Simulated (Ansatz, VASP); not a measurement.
One calculation of Ca2PbSe3, two programs

```
Ca Pb Se
1.0
     6.75757    0.00000    0.00000
    -3.37878    5.85223    0.00000
     0.00000    0.00000    4.11481
Ca Pb Se
2 1 3
Cartesian
  0.0000 3.9015 0.0000
  3.3788 1.9507 0.0000
  0.0000 0.0000 0.0000
  3.3788 0.0000 2.0574
  1.6894 2.9261 2.0574
  -1.6894 2.9261 2.0574
```

Alike in both runs: task relaxation of cell and atoms; functional PBE; k mesh 6 × 6 × 10; occupations gaussian, width 0.1 eV; no spin polarisation.

|  | VASP | Ansatz |
| --- | --- | --- |
| version | VASP 6.6.1 | Ansatz 0.2.0 |
| potentials or method | VASP PAW PBE potentials, release 64 (Ca_sv, Pb_d, Se), cutoff 600 eV | scalar-relativistic, plane waves, PAW |
| valence electrons in the cell | 52 | 82 |

|  | VASP | Ansatz | Ansatz less VASP |
| --- | --- | --- | --- |
| gap on the k mesh at the Fermi level, each at its own relaxed structure (eV) | none | none | - |
| relaxed volume (Å³/atom) | 30.73 | 30.63 | -0.097 |
| relaxed cell length with the largest relative difference (Å) | 7.419 | 7.411 | -0.0088 |

A gap of «none» marks a metal or a gap that the smearing closes. VASP's potentials hold 52 valence electrons a cell and Ansatz's 82, so a difference there can come from the potentials and not from the codes.

Neither program's run includes spin-orbit coupling.
